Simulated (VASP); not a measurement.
Hf:

```
Hf
1.0
     3.19670    0.00000    0.00000
    -1.59835    2.76842    0.00000
     0.00000    0.00000    5.05780
Hf
2
Direct
  0.33333 0.66667 0.25000
  0.66667 0.33333 0.75000
```

```yaml
Program: VASP 6.6.1
Task: relaxation of cell and atoms
Functional: PBEsol
Potentials_or_basis: VASP PAW PBE potentials, release 64 (Hf_pv)
Cutoff: 600 eV
k_mesh: 15 × 15 × 8
Occupations: gaussian, width 0.1 eV
Spin: no spin polarisation
```

At the start: pressure -4.1 GPa; volume 22.38 Å³/atom.

**Question.** How do energy, volume and symmetry change on relaxing?

**Answer.** Over 7 steps the energy falls by 11.2 meV/atom and the volume is 21.54 Å³/atom (-3.8 %); space group P6_3/mmc (No. 194, to 0.05 Å).

The path:
```tsv
step	energy change (eV)	largest force (eV/Å)	pressure (GPa)	volume (Å³)
1	0.0000	0.0000	-4.13	44.76
2	0.0115	0.0000	5.78	41.13
3	-0.0224	0.0000	-0.03	43.09
4	-0.0224	0.0000	0.05	43.06
5	-0.0224	0.0000	-0.04	43.09
6	-0.0224	0.0000	-0.03	43.09
7	-0.0224	0.0000	0.00	43.08
```

Final structure:
```
Hf
1.0
     3.15798    0.00000    0.00000
    -1.57899    2.73489    0.00000
     0.00000    0.00000    4.98756
Hf
2
Direct
  0.33333 0.66667 0.25000
  0.66667 0.33333 0.75000
```

Caveat: the PAW data sets were made with another functional, which shifts forces and pressure a little.
